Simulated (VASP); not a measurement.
Here is a VASP 6.6.1 calculation.

The input INCAR:

```
SYSTEM = GaN
ALGO     = Normal         ! electronic algorithm
EDIFF    = 1E-6           ! SCF threshold, eV
ENCUT    = 600            ! plane-wave cutoff, eV
GGA      = PE             ! functional
GGA_COMPAT= .FALSE.      
ISIF     = 2              ! what is computed and relaxed
ISMEAR   = 0              ! smearing method
LASPH    = .TRUE.         ! aspherical terms in the spheres
LCHARG   = .FALSE.        ! write CHGCAR
LREAL    = .FALSE.        ! projectors in reciprocal space
LWAVE    = .FALSE.        ! write WAVECAR
NBANDS   = 26             ! bands
NELM     = 120            ! most SCF steps
PREC     = Accurate       ! precision mode
SIGMA    = 0.02           ! smearing width, eV
```

Contents of KPOINTS:

```
k-points
0
G
  12 12 6
  0 0 0
```

The input POSCAR:

```
GaN
1.0
    3.2186242699      0.0000000000      0.0000000000
   -1.6093121350      2.7874103830      0.0000000000
    0.0000000000      0.0000000000      5.2435492390
Ga N
2 2
Direct
    0.3333333333      0.6666666667      0.0001360345
    0.6666666667      0.3333333333      0.5001360345
    0.3333333333      0.6666666667      0.3768639655
    0.6666666667      0.3333333333      0.8768639655
```

Potentials or basis: VASP PAW PBE potentials, release 64 (Ga_d, N).

Command:

```sh
$ cat potpaw_PBE.64/Ga_d/POTCAR potpaw_PBE.64/N/POTCAR > POTCAR
$ mpirun -np 1 vasp_std > vasp.out
```

(1) Estimate the pressure.

(2) Estimate the band gap on the k mesh.

## Answers

(1) 0.0 GPa.

(2) 1.71 eV.
